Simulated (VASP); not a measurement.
# Pt (Fd-3m) in VASP: further runs, part 2 of 3

VASP 6.6.1. The steps go on from the part before.

## 3. Single point, PBE

This run uses another cell than the first one, of 16.77 Å³/atom, 1.114 times its volume.

File INCAR:

```
SYSTEM = Pt
ALGO = Normal
EDIFF = 1E-6
ENCUT = 520
GGA = PE
ISIF = 2
ISMEAR = 0
LASPH = .True.
LCHARG = .False.
LREAL = .False.
LWAVE = .False.
NBANDS = 39
NELM = 100
PREC = Accurate
SIGMA = 0.1
```

File KPOINTS:

```
k-points
0
Gamma
  4 4 4
  0 0 0
```

File POSCAR:

```
Pt
1.0
    0.0000000000      3.6919521826      3.6919521826
    3.6919521826      0.0000000000      3.6919521826
    3.6919521826      3.6919521826      0.0000000000
Pt
6
Direct
    0.1250000000      0.6250000000      0.1250000000
    0.1250000000      0.1250000000      0.6250000000
    0.1250000000      0.1250000000      0.1250000000
    0.6250000000      0.1250000000      0.1250000000
    0.5000000000      0.5000000000      0.5000000000
    0.7500000000      0.7500000000      0.7500000000
```

Potentials or basis: VASP PAW PBE potentials, release 64 (Pt).

Command:

```console
> cat potpaw_PBE.64/Pt/POTCAR > POTCAR
> mpirun -np 1 vasp_std > vasp.out
```

Run time: 17 s. Hardware: 1 thread of Intel Xeon 6975P-C (Granite Rapids), shared host; peak memory 0.23 GiB.

It converged, with:

* Free energy: -34.2513 eV
* Pressure: -0.3 GPa
* Band gap on the k mesh: zero (band 30 reaches 10.65 eV, above the bottom of band 31 at 9.09 eV)

Levels at points of the mesh, in eV from the Fermi level:
| k point | band 28 | band 29 | band 30 | band 31 | band 32 | band 33 |
| --- | --- | --- | --- | --- | --- | --- |
| (0.00, 0.00, 0.00) | 0.02 | 0.50 | 1.25 | 1.25 | 1.25 | 3.41 |
| (0.50, 0.00, 0.00) | -0.26 | -0.26 | -0.08 | -0.08 | 1.25 | 1.54 |
| (0.50, 0.50, 0.00) | -0.69 | -0.66 | -0.66 | -0.31 | -0.31 | 2.27 |

Caveat: the k points lie up to 0.37 Å⁻¹ apart; spin-orbit coupling is left out, which moves the levels of the heavy elements.

## 4. Relaxation of cell and atoms, PBE

File INCAR:

```
PREC     = Accurate       # precision mode
ENCUT    = 600            # plane-wave cutoff, eV
EDIFF    = 1E-6           # SCF threshold, eV
ISMEAR   = 0              # smearing method
SIGMA    = 0.1            # smearing width, eV
LREAL    = F              # projectors in reciprocal space
LASPH    = T              # aspherical terms in the spheres
NELM     = 100            # most SCF steps
ALGO     = Normal         # electronic algorithm
ISIF     = 3              # what is computed and relaxed
LWAVE    = F              # write WAVECAR
LCHARG   = F              # write CHGCAR
GGA      = PE             # functional
IBRION   = 2              # ionic algorithm
NSW      = 90             # ionic steps
EDIFFG   = -0.04          # ionic threshold
```

File KPOINTS:

```
regular mesh
0
Gamma
  4 4 4
```

Changes to POSCAR since step 3:

```diff
@@ -2,5 +2,5 @@
 1.0
-    0.0000000000      3.6919521826      3.6919521826
-    3.6919521826      0.0000000000      3.6919521826
-    3.6919521826      3.6919521826      0.0000000000
+    0.0000000000      3.5613747000      3.5613747000
+    3.5613747000      0.0000000000      3.5613747000
+    3.5613747000      3.5613747000      0.0000000000
 Pt
```

Potentials or basis: VASP PAW PBE potentials, release 64 (Pt).

Command:

```console
> cat potpaw_PBE.64/Pt/POTCAR > POTCAR
> mpirun -np 1 vasp_std > vasp.out
```

OUTCAR:

```text
PREC = Accurate
   ENCUT = 600
   EDIFF = 1E-6
   ISMEAR = 0
   LREAL = F
   LASPH = T
   NELM = 100
   ISIF = 3
   GGA = PE
   IBRION = 2
   NSW = 90
   EDIFFG = -0.04

 ion  position               nearest neighbor table
   1  0.125  0.625  0.125-   3 2.52   2 2.52   2 2.52   3 2.52   4 2.52   4 2.52   6 2.95   5 2.95
                             6 2.95   5 2.95   6 2.95   5 2.95
   2  0.125  0.125  0.625-   3 2.52   1 2.52   3 2.52   4 2.52   1 2.52   4 2.52   6 2.95   5 2.95
                             6 2.95   5 2.95   6 2.95   5 2.95
   3  0.125  0.125  0.125-   1 2.52   2 2.52   4 2.52   2 2.52   1 2.52   4 2.52   6 2.95   5 2.95
                             6 2.95   5 2.95   6 2.95   5 2.95
   4  0.625  0.125  0.125-   3 2.52   2 2.52   1 2.52   1 2.52   2 2.52   3 2.52   6 2.95   5 2.95
                             5 2.95   6 2.95   5 2.95   6 2.95
   5  0.500  0.500  0.500-   1 2.95   2 2.95   4 2.95   3 2.95   3 2.95   3 2.95   1 2.95   1 2.95
                             4 2.95   2 2.95   2 2.95   4 2.95   6 3.08   6 3.08   6 3.08   6 3.08
   6  0.750  0.750  0.750-   1 2.95   2 2.95   4 2.95   3 2.95   3 2.95   3 2.95   2 2.95   1 2.95
                             4 2.95   1 2.95   2 2.95   4 2.95   5 3.08   5 3.08   5 3.08   5 3.08

  LATTYP: Found a face centered cubic cell.
 ALAT       =     7.1227494000

  Lattice vectors:

 A1 = (   0.0000000000,   3.5613747000,   3.5613747000)
 A2 = (   3.5613747000,   0.0000000000,   3.5613747000)
 A3 = (   3.5613747000,   3.5613747000,   0.0000000000)

Analysis of symmetry for initial positions (statically):
=====================================================================
 Subroutine PRICEL returns:
 Original cell was already a primitive cell.

 Routine SETGRP: Setting up the symmetry group for a
 face centered cubic supercell.

 Subroutine GETGRP returns: Found 48 space group operations
 (whereof 24 operations were pure point group operations)
 out of a pool of 48 trial point group operations.

The static configuration has the point symmetry T_d .
 The point group associated with its full space group is O_h .

Analysis of symmetry for dynamics (positions and initial velocities):
=====================================================================
 Subroutine PRICEL returns:
 Original cell was already a primitive cell.

 Routine SETGRP: Setting up the symmetry group for a
 face centered cubic supercell.

[... 104 lines left out ...]
   POTIM  = 0.5000    time-step for ionic-motion
   TEBEG  =    0.0;   TEEND  =   0.0 temperature during run
   PSTRESS=    0.0 pullay stress
   NELECT =      60.0000    total number of electrons
   NUPDOWN=      -1.0000    fix difference up-down
   EMIN   =  10.00;   EMAX   =-10.00  energy-range for DOS
   EFERMI =   0.00;   METHOD = LEGACY
   ISMEAR =     0;   SIGMA  =   0.10  broadening in eV -4-tet -1-fermi 0-gaus
   EFERMI_NEDOS =   21; number of points for ismear=-14 and -15
   IALGO  =     38    algorithm
   IMIX   =      4    mixing-type and parameters
     AMIX     =   0.40;   BMIX     =  1.00
     AMIX_MAG =   1.60;   BMIX_MAG =  1.00
  volume/ion in A,a.u.               =      15.06       101.61
  Fermi-wavevector in a.u.,A,eV,Ry     =   1.428338  2.699167 27.757908  2.040149
  Thomas-Fermi vector in A             =   2.548410
   LORBIT       =      0    0 simple, 1 ext, 2 COOP (PROOUT), +10 PAW based schemes
   GGA     = PE    functional components
   LHFCALC =     F    Hartree Fock is set to
   AEXX    =    0.0000 exact exchange contribution
   IVDW    =     0    specifies the selected vdW correction
   LEPSILON=     F    determine dielectric tensor
   LRPA    =     F    only Hartree local field effects (RPA)
 conjugate gradient relaxation of ions
 non-spin polarized calculation
 Gauss-broadening in eV      SIGMA  =   0.10
  energy-cutoff  :      600.00
  volume of cell :       90.34
 maximum number of plane-waves:      3042
   NGX = 21   NGY = 21   NGZ = 21

--------------------------------------- Ionic step        1  -------------------------------------------

 number of electron      60.0000005 magnetization

 Free energy of the ion-electron system (eV)
  ---------------------------------------------------
  ext. energy  EPLUGINS =         0.00000000
  ---------------------------------------------------
  free energy    TOTEN  =       -33.38890137 eV

  energy without entropy =      -33.31788129  energy(sigma->0) =      -33.35339133

 E-fermi :  11.3636     XC(G=0): -13.4387

 val. band max:       11.3312595318   @ k =   0.2500   0.2500   0.0000
 cond. band min:      11.3769604349   @ k =   0.2500   0.2500   0.0000
 fundamental gap:      0.0457009031
 Fermi energy:        11.3636429439

 k-point     1 :       0.0000    0.0000    0.0000
  band No.  band energies     occupation
      1       0.4591      2.00000
      2       2.6577      2.00000
      3       3.8311      2.00000
      4       3.8311      2.00000
      5       3.8311      2.00000
      6       5.3778      2.00000
[... 460 lines left out ...]
--------------------------------------- Ionic step        5  -------------------------------------------

 number of electron      59.9999997 magnetization

 Free energy of the ion-electron system (eV)
  ---------------------------------------------------
  ext. energy  EPLUGINS =         0.00000000
  ---------------------------------------------------
  free energy    TOTEN  =       -34.24682000 eV

  energy without entropy =      -34.17649855  energy(sigma->0) =      -34.21165928

 E-fermi :   9.4269     XC(G=0): -12.8084

 val. band max:        9.3824810602   @ k =   0.2500   0.2500   0.0000
 cond. band min:       9.4370997619   @ k =   0.2500   0.2500   0.0000
 fundamental gap:      0.0546187017
 Fermi energy:         9.4269389797

 k-point     1 :       0.0000    0.0000    0.0000
  band No.  band energies     occupation
      1      -0.2728      2.00000
      2       1.9601      2.00000
      3       2.9754      2.00000
      4       2.9754      2.00000
      5       2.9754      2.00000
      6       4.3406      2.00000
[... 334 lines left out ...]
  FREE ENERGIE OF THE ION-ELECTRON SYSTEM (eV)
  ---------------------------------------------------
  free  energy   TOTEN  =       -34.2468200011 eV

  energy  without entropy=      -34.1764985541  energy(sigma->0) =      -34.21165928

 reached required accuracy - stopping structural energy minimisation
```

CONTCAR:

```text
Pt
   1.00000000000000
     0.0000000000000000    3.6901092246996221    3.6901092246996221
     3.6901092246996221    0.0000000000000000    3.6901092246996221
     3.6901092246996221    3.6901092246996221    0.0000000000000000
  Pt
     6
Direct
     0.1250000000000000    0.6250000000000000    0.1250000000000000
     0.1250000000000000    0.1250000000000000    0.6250000000000000
     0.1250000000000000    0.1250000000000000    0.1250000000000000
     0.6250000000000000    0.1250000000000000    0.1250000000000000
     0.5000000000000000    0.5000000000000000    0.5000000000000000
     0.7500000000000000    0.7500000000000000    0.7500000000000000

  0.00000000E+00  0.00000000E+00  0.00000000E+00
  0.00000000E+00  0.00000000E+00  0.00000000E+00
  0.00000000E+00  0.00000000E+00  0.00000000E+00
  0.00000000E+00  0.00000000E+00  0.00000000E+00
  0.00000000E+00  0.00000000E+00  0.00000000E+00
  0.00000000E+00  0.00000000E+00  0.00000000E+00
```

It took 63 s on 1 thread of Intel Xeon 6975P-C (Granite Rapids), shared host; peak memory 0.25 GiB.

Results:

| Item | Value |
| --- | --- |
| Free energy | -34.2468 eV |
| Relaxed volume | 16.75 Å³/atom |
| Relaxed cell | a = 5.219 Å, b = 5.219 Å, c = 5.219 Å, α = 60.00°, β = 60.00°, γ = 60.00° |
| Space group after relaxing (to 0.05 Å) | Fd-3m (No. 227) |
| Energy gained by relaxing | 143.0 meV/atom |
| Ionic steps | 5 |
| Pressure after relaxing | 0.0 GPa |
| Band gap on the k mesh | zero (band 30 reaches 10.68 eV, above the bottom of band 31 at 9.11 eV) |

Step by step:
| step | energy change (eV) | largest force (eV/Å) | pressure (GPa) | volume (Å³) |
| --- | --- | --- | --- | --- |
| 1 | 0.0000 | 0.0000 | 30.29 | 90.34 |
| 2 | 2.9198 | 0.0000 | -27.26 | 132.90 |
| 3 | -0.8478 | 0.0000 | -2.55 | 101.75 |
| 4 | -0.8576 | 0.0000 | -0.48 | 100.73 |
| 5 | -0.8579 | 0.0000 | 0.01 | 100.50 |

Final structure:
```xyz
6
Lattice="0.0000 3.6901 3.6901 3.6901 0.0000 3.6901 3.6901 3.6901 0.0000" Properties=species:S:1:pos:R:3 pbc="T T T"
Pt    2.7676    0.9225    2.7676
Pt    2.7676    2.7676    0.9225
Pt    0.9225    0.9225    0.9225
Pt    0.9225    2.7676    2.7676
Pt    3.6901    3.6901    3.6901
Pt    5.5352    5.5352    5.5352
```

Caveat: the k points lie up to 0.37 Å⁻¹ apart in the final cell; spin-orbit coupling is left out, which moves the levels of the heavy elements.

(Part 2 of 3 ends here.)
